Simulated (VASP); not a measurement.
Write the native input for VASP 6.6.1 that does the following.

```yaml
Task: relaxation of cell and atoms
Functional: LDA
Potentials_or_basis: VASP PAW LDA potentials, release 64 (Sb)
Cutoff: 600 eV
k_mesh: 12 × 12 × 12
Occupations: gaussian, width 0.1 eV
Spin: no spin polarisation
Dipole_correction: no
Further_INCAR_settings: ALGO = Normal; EDIFF = 1e-06; IBRION = 2; EDIFFG = -0.005; NSW = 100; ISIF = 3
```

The structure of Sb lies in POSCAR:

```
Sb
1.0
    2.1542000000      1.2437279499      3.7580000000
   -2.1542000000      1.2437279499      3.7580000000
    0.0000000000     -2.4874558998      3.7580000000
Sb
2
Direct
    0.2334900000      0.2334900000      0.2334900000
    0.7665100000      0.7665100000      0.7665100000
```

These files were run (other wordings do the same):

INCAR

```
  PREC = Accurate
  ENCUT = 600
  EDIFF = 1E-6
  ISMEAR = 0
  SIGMA = 0.1
  LREAL = False
  LASPH = True
  NELM = 100
  ALGO = Normal
  ISIF = 3
  LWAVE = False
  LCHARG = False
  IBRION = 2
  NSW = 100
  EDIFFG = -0.005
```

KPOINTS

```
regular mesh
0
Gamma
  12 12 12
```

Potentials or basis: VASP PAW LDA potentials, release 64 (Sb).

Launch:

```sh
$ cat potpaw_LDA.64/Sb/POTCAR > POTCAR
$ mpirun -np 1 vasp_std > vasp.out
```

It gave:

```yaml
Relaxed_volume: 29.24 Å³/atom
Relaxed_cell: a = 4.415 Å, b = 4.415 Å, c = 4.415 Å, α = 58.30°, β = 58.30°, γ = 58.30°
Space_group_after_relaxing_to_0.1_Å: R-3m (No. 166)
Energy_gained_by_relaxing: 5.8 meV/atom
Ionic_steps: 9
Pressure_after_relaxing: 0.0 GPa
Band_gap_on_the_k_mesh: zero (bands 5 and 6 overlap by 0.26 eV)
```

Caveat: spin-orbit coupling is left out, which moves the levels of the heavy elements.

Run time: 14 min on 1 thread of AMD EPYC 7571 (shared host), peak memory 0.23 GiB.
